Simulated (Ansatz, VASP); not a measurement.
**Au in VASP and in Ansatz**

```
CELL_PARAMETERS angstrom
2.90000 0.00000 0.00000
-1.45000 2.51147 0.00000
0.00000 0.00000 4.88000
ATOMIC_POSITIONS crystal
Au 0.33333 0.66667 0.75000
Au 0.66667 0.33333 0.25000
```

Alike in both runs: task single point; functional PBEsol; dispersion D4; k mesh 13 × 13 × 7; non-collinear spin, spin-orbit coupling.

|  | VASP | Ansatz |
| --- | --- | --- |
| version | VASP 6.6.1 | Ansatz 0.2.0 |
| potentials or method | VASP PAW PBE potentials, release 64 (Au), cutoff 500 eV | plane waves, PAW |
| occupations | fermi-dirac, width 0.1 eV | fermi-dirac |
| valence electrons in the cell | 22 | 38 |

|  | VASP | Ansatz | Ansatz less VASP |
| --- | --- | --- | --- |
| net moment per atom (μB) | 0.00 | 0.00 | 0.000 |

VASP's potentials were made for PBE, not for PBEsol. VASP's potentials hold 22 valence electrons a cell and Ansatz's 38, so a difference there can come from the potentials and not from the codes.
